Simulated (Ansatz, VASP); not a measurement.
# Two plane-wave programs on Pb3F

```
Pb F
1.0
     4.65423    0.00000    0.00000
     0.00000    4.65423    0.00000
     0.00000    0.00000    4.65423
Pb F
3 1
Direct
  0.00000 0.50000 0.50000
  0.50000 0.00000 0.50000
  0.50000 0.50000 0.00000
  0.00000 0.00000 0.00000
```

Alike in both runs: task relaxation of cell and atoms; functional PBE; k mesh 10 × 10 × 10; occupations gaussian, width 0.1 eV; no spin polarisation.

```csv
,VASP,Ansatz
version,VASP 6.6.1,Ansatz 0.2.0
potentials or method,"VASP PAW PBE potentials, release 64 (Pb_d, F), cutoff 600 eV","scalar-relativistic, plane waves, PAW"
valence electrons in the cell,49,49
```

|  | VASP | Ansatz | Ansatz less VASP |
| --- | --- | --- | --- |
| gap on the k mesh at the Fermi level, each at its own relaxed structure (eV) | none | none | - |
| relaxed volume (Å³/atom) | 26.27 | 26.32 | +0.052 |
| relaxed cell length with the largest relative difference (Å) | 4.719 | 4.722 | +0.0031 |

A gap of «none» marks a metal or a gap that the smearing closes.

Neither program's run includes spin-orbit coupling.
